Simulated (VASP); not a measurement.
The system is Cu3N.

```
Cu N
1.0
     3.80700    0.00000    0.00000
     0.00000    3.80700    0.00000
     0.00000    0.00000    3.80700
Cu N
3 1
Direct
  0.50000 0.00000 0.00000
  0.00000 0.50000 0.00000
  0.00000 0.00000 0.50000
  0.00000 0.00000 0.00000
```

```yaml
Program: VASP 6.6.1
Task: relaxation of cell and atoms
Functional: PBE
Potentials_or_basis: VASP PAW PBE potentials, release 64 (Cu, N)
Cutoff: 600 eV
k_mesh: 10 × 10 × 10
Occupations: gaussian, width 0.01 eV
Spin: no spin polarisation
```

At the start: pressure 2.5 GPa; volume 13.79 Å³/atom.

**Question.** Where does the relaxation end?

**Answer.** Over 3 steps the energy falls by 2.2 meV/atom and the volume is 14.08 Å³/atom (+2.1 %); space group Pm-3m (No. 221, to 0.1 Å) before and after.

The path:
```csv
step,energy change (eV),largest force (eV/Å),pressure (GPa),volume (Å³)
1,0.0000,0.0000,2.48,55.18
2,-0.0068,0.0000,-1.13,56.90
3,-0.0088,0.0000,0.00,56.33
```

Final structure:
```cif
data_structure
_symmetry_space_group_name_H-M 'P 1'
_symmetry_Int_Tables_number 1
_cell_length_a 3.8334
_cell_length_b 3.8334
_cell_length_c 3.8334
_cell_angle_alpha 90.000
_cell_angle_beta 90.000
_cell_angle_gamma 90.000
_cell_volume 56.33
loop_
_atom_site_label
_atom_site_type_symbol
_atom_site_fract_x
_atom_site_fract_y
_atom_site_fract_z
_atom_site_occupancy
Cu1 Cu 0.50000 0.00000 0.00000 1
Cu2 Cu 0.00000 0.50000 0.00000 1
Cu3 Cu 0.00000 0.00000 0.50000 1
N1 N 0.00000 0.00000 0.00000 1
```
